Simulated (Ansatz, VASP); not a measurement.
This is a calculation of NaI for VASP 6.6.1.

Contents of INCAR:

```
  ALGO = Normal
  EDIFF = 1E-7
  ENCUT = 520
  GGA = PE
  ISIF = 2
  ISMEAR = -1
  LASPH = True
  LCHARG = True
  LELF = True
  LREAL = False
  LVHAR = True
  LWAVE = False
  NBANDS = 22
  NELM = 100
  PREC = Accurate
  SIGMA = 0.05
```

File KPOINTS:

```
k-points
0
Gamma
  9 9 9
```

Contents of POSCAR:

```
NaI
1.0
   -2.2436551774      2.2436551774      8.4738342532
    2.2436551774     -2.2436551774      8.4738342532
    2.2436551774      2.2436551774     -8.4738342532
I Na
2 2
Direct
    0.0000000000      0.0000000000      0.0000000000
    0.7500000000      0.2500000000      0.5000000000
    0.5000000000      0.5000000000      0.0000000000
    0.2500000000      0.7500000000      0.5000000000
```

Potentials or basis: VASP PAW PBE potentials, release 64 (I, Na_pv).

Run with:

```sh
$ cat potpaw_PBE.64/I/POTCAR potpaw_PBE.64/Na_pv/POTCAR > POTCAR
$ mpirun -np 1 vasp_std > vasp.out
```

Question: Translate it to Ansatz 0.2.0. Potentials there: Ansatz PAW.

Answer: As run (the cutoff follows the program's own potentials):

input.yaml

```yaml
crystal:
  lattice:
    - [-2.2436551774, 2.2436551774, 8.4738342532]
    - [2.2436551774, -2.2436551774, 8.4738342532]
    - [2.2436551774, 2.2436551774, -8.4738342532]
  atoms:
    - { symbol: I, position: [0.0, 0.0, 0.0] }
    - { symbol: I, position: [0.75, 0.25, 0.5] }
    - { symbol: Na, position: [0.5, 0.5, 0.0] }
    - { symbol: Na, position: [0.25, 0.75, 0.5] }
hamiltonian:
  xc: pbe
  pseudopotentials: { kind: paw }
kpoints:
  mp_grid: { grid: [9, 9, 9] }
scf:
  occupations: { method: fermi_dirac, width: 0.05 }
output:
  forces: true
  stress: true
  eigenvalues: true
```

Potentials or basis: Ansatz PAW.

The run is started by

```bash
$ ansatz run input.yaml --threads 2 --pin off --max-ram 5120MiB --backend cpu --events-out ev --progress --plain --runs-dir out
```

Both were run:

|  | VASP | Ansatz | Ansatz less VASP |
| --- | --- | --- | --- |
| gap on the k mesh at the Fermi level (eV) | 3.02 | 3.02 | 0.000 |
| least direct gap on the mesh (eV) | 3.06 | 3.06 | 0.000 |
| pressure (GPa) | -0.4 | -0.4 | -0.01 |
| traceless stress, the component that is largest in VASP (GPa) | 0.43 | 0.43 | +0.004 |

VASP's potentials hold 28 valence electrons a cell and Ansatz's 52, so a difference there can come from the potentials and not from the codes.

Spin-orbit coupling is off throughout. Noted on Ansatz's run: odd divisions of the mesh miss points on the zone boundary, where band edges often lie, so the gap on the mesh can be too wide.
